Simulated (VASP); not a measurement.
Hg, 1 atom in the cell. Symmetry: R-3m, No. 166, trigonal system. The conventional cell has a = 3.471 Å, b = 3.471 Å, c = 6.724 Å, α = 90.00°, β = 90.00°, γ = 120.00°. Within 4.0 Å of Hg (site symmetry -3m) lie 12 Hg at 3.01 to 3.47 Å.  This cell differs from its parent crystal: volume scaled by 1.01.

```yaml
Program: VASP 6.6.1
Task: single point
Functional: LDA
Potentials_or_basis: VASP PAW LDA potentials, release 64 (Hg)
Cutoff: 520 eV
k_mesh: 12 × 12 × 12
Occupations: fermi-dirac, width 0.03 eV
Spin: no spin polarisation
Dipole_correction: no
Further_INCAR_settings: ALGO = Normal; EDIFF = 1e-06; NBANDS = 12
```

Potentials or basis: VASP PAW LDA potentials, release 64 (Hg).

The run is started by

```sh
$ cat potpaw_LDA.64/Hg/POTCAR > POTCAR
$ mpirun -np 1 vasp_std > vasp.out
```

Hardware: 1 thread of Intel(R) Xeon(R) Platinum 8559C (Emerald Rapids), on a shared host.

Problem. How long does it take, and how much memory?

Solution. Wall time 15 s on 1 thread of Intel(R) Xeon(R) Platinum 8559C (Emerald Rapids), on a shared host, peak memory 0.17 GiB. Counts: scf iterations 10, k points 189.
